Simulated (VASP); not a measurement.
Wanted: the native input for a VASP 6.6.1 run.

* Task: single point
* Functional: PBEsol
* Potentials or basis: VASP PAW PBE potentials, release 64 (Cu)
* Cutoff: 520 eV
* k mesh: 22 × 22 × 22
* Occupations: fermi-dirac, width 0.08 eV
* Spin: no spin polarisation
* Dipole correction: no
* Further INCAR settings: ALGO = Normal; EDIFF = 1e-07; NBANDS = 12

The structure of Cu lies in POSCAR:

```
Cu
1.0
   -1.1968809989      1.1968809989      1.1968809989
    1.1968809989     -1.1968809989      1.1968809989
    1.1968809989      1.1968809989     -1.1968809989
Cu
1
Direct
    0.0000000000      0.0000000000      0.0000000000
```

One way to write it, as run:

INCAR

```
ALGO = Normal
EDIFF = 1E-7
ENCUT = 520
GGA = PS
ISIF = 2
ISMEAR = -1
LASPH = T
LCHARG = F
LREAL = F
LWAVE = F
NBANDS = 12
NELM = 60
PREC = Accurate
SIGMA = 0.08
```

KPOINTS

```
k-points
0
Gamma
  22 22 22
```

Potentials or basis: VASP PAW PBE potentials, release 64 (Cu).

Launch:

```bash
$ cat potpaw_PBE.64/Cu/POTCAR > POTCAR
$ mpirun -np 1 vasp_std > vasp.out
```

Results of the run:

* Pressure: 292.3 GPa

Caveat: the PAW data sets were made with another functional, which shifts forces and pressure a little.

Run time: 44 s on 1 thread of AMD EPYC 7R13, on a shared host, peak memory 0.1 GiB.
